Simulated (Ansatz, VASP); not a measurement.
**NbAlS4 in VASP and in Ansatz**

```xyz
6
Lattice="0.0000 3.8877 3.8877 3.8877 0.0000 3.8877 3.8877 3.8877 0.0000" Properties=species:S:1:pos:R:3 pbc="T T T"
Al    5.8315    5.8315    5.8315
Nb    0.0000    0.0000    0.0000
S     4.8666    2.9088    4.8666
S     4.8666    4.8666    2.9088
S     2.9088    2.9088    2.9088
S     2.9088    4.8666    4.8666
```

Change from the starting cell: species swapped into the DyCu4Pd type (F-43m, No. 216).

Alike in both runs: task relaxation of cell and atoms; functional PBE; k mesh 4 × 4 × 4; occupations gaussian, width 0.1 eV; collinear spin.

|  | VASP | Ansatz |
| --- | --- | --- |
| version | VASP 6.6.1 | Ansatz 0.2.0 |
| potentials or method | VASP PAW PBE potentials, release 64 (Al, Nb_sv, S), cutoff 600 eV | scalar-relativistic, plane waves, PAW |
| valence electrons in the cell | 40 | 40 |

Ansatz gave:

| Item | Value |
| --- | --- |
| gap on the k mesh at the Fermi level, each at its own relaxed structure (eV) | none |
| net moment per atom (μB) | 0.21 |
| size of the moment on the site where the two differ most (μB) | 0.95 |
| relaxed volume (Å³/atom) | 16.99 |
| relaxed cell length with the largest relative difference (Å) | 5.244 |

Which values does VASP return?

gap on the k mesh at the Fermi level, each at its own relaxed structure (eV): none; net moment per atom (μB): 0.21; size of the moment on the site where the two differ most (μB): 0.89; relaxed volume (Å³/atom): 16.96; relaxed cell length with the largest relative difference (Å): 5.241.

Site moments also hang on the region over which each program counts them. A gap of «none» marks a metal or a gap that the smearing closes. Ansatz's warnings: no starting moments.
